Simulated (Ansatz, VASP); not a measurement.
# Two plane-wave programs on KMgF3

```
K Mg F
1.0
     3.98024    0.00000    0.00000
     0.00000    3.98024    0.00000
     0.00000    0.00000    3.98024
K Mg F
1 1 3
Cartesian
  1.9901 1.9901 1.9901
  0.0000 0.0000 0.0000
  1.9901 0.0000 0.0000
  0.0000 1.9901 0.0000
  0.0000 0.0000 1.9901
```

Alike in both runs: task single point; functional PBE; k mesh 4 × 4 × 4; no spin polarisation.

|  | VASP | Ansatz |
| --- | --- | --- |
| version | VASP 6.6.1 | Ansatz 0.2.0 |
| potentials or method | VASP PAW PBE potentials, release 64 (K_sv, Mg, F) | plane waves |
| plane-wave cutoff (eV) | 600 | 420 |
| occupations | methfessel-paxton of order 1, width 0.5 eV | cold, width 0.5 eV |
| valence electrons in the cell | 32 | 40 |

Ansatz gave:

| Property | Result |
| --- | --- |
| gap on the k mesh at the Fermi level (eV) | 7.37 |
| pressure (GPa) | 4.1 |

Question: What did VASP give for the same quantities?

Answer: gap on the k mesh at the Fermi level (eV): 7.35; pressure (GPa): 3.4.

VASP's potentials hold 32 valence electrons a cell and Ansatz's 40, so a difference there can come from the potentials and not from the codes.
